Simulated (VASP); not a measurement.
Mo: single point with PBE

System: Mo, a slab with vacuum.

```
CELL_PARAMETERS angstrom
4.47001 0.00000 0.00000
0.00000 2.73731 0.00000
0.00000 0.00000 28.90379
ATOMIC_POSITIONS crystal
Mo 0.00000 0.98119 0.28364
Mo 0.50000 0.31962 0.32073
Mo 0.00000 0.67761 0.36577
Mo 0.50000 0.00273 0.41035
Mo 0.00000 0.33220 0.45612
Mo 0.50000 0.66667 0.50000
Mo 0.00000 0.00113 0.54388
Mo 0.50000 0.33060 0.58965
Mo 0.00000 0.65573 0.63423
Mo 0.50000 0.01372 0.67927
Mo 0.00000 0.35214 0.71636
```

```yaml
Program: VASP 6.6.1
Task: single point
Functional: PBE
Potentials_or_basis: VASP PAW PBE potentials, release 64 (Mo_sv)
Cutoff: 520 eV
k_mesh: 8 × 12 × 1
Occupations: methfessel-paxton, width 0.1 eV
Spin: no spin polarisation
```

```
Largest force          : 0.043 eV/Å
Band gap on the k mesh : zero (bands 77 and 78 overlap by 1.66 eV)
```

Forces in eV/Å, atoms in the order of the input:
```
Mo   0.000  0.000 -0.043
Mo   0.000 -0.001 -0.015
Mo   0.000  0.000  0.023
Mo   0.000 -0.006 -0.008
Mo   0.000  0.004 -0.004
Mo   0.000  0.000  0.000
Mo   0.000 -0.004  0.004
Mo   0.000  0.006  0.008
Mo   0.000  0.000 -0.023
Mo   0.000  0.001  0.015
Mo   0.000  0.000  0.043
```

Levels at points of the mesh, in eV from the Fermi level:
```csv
k point,band 73,band 74,band 75,band 76,band 77,band 78,band 79,band 80
"(0.00, 0.00, 0.00)",-1.35,-1.24,-1.06,-0.96,-0.85,-0.33,0.05,0.46
"(0.50, 0.00, 0.00)",-0.82,-0.69,0.09,0.30,0.71,0.92,0.92,0.98
"(0.00, 0.50, 0.00)",0.07,0.37,0.63,1.00,1.06,1.19,1.39,1.67
"(0.50, 0.50, 0.00)",-0.73,-0.53,-0.35,0.33,0.46,0.77,0.89,1.10
```

Run time: 5.9 min on 4 MPI ranks on Intel(R) Xeon(R) 6975P-C (Granite Rapids) (shared host), peak memory 0.83 GiB a rank.
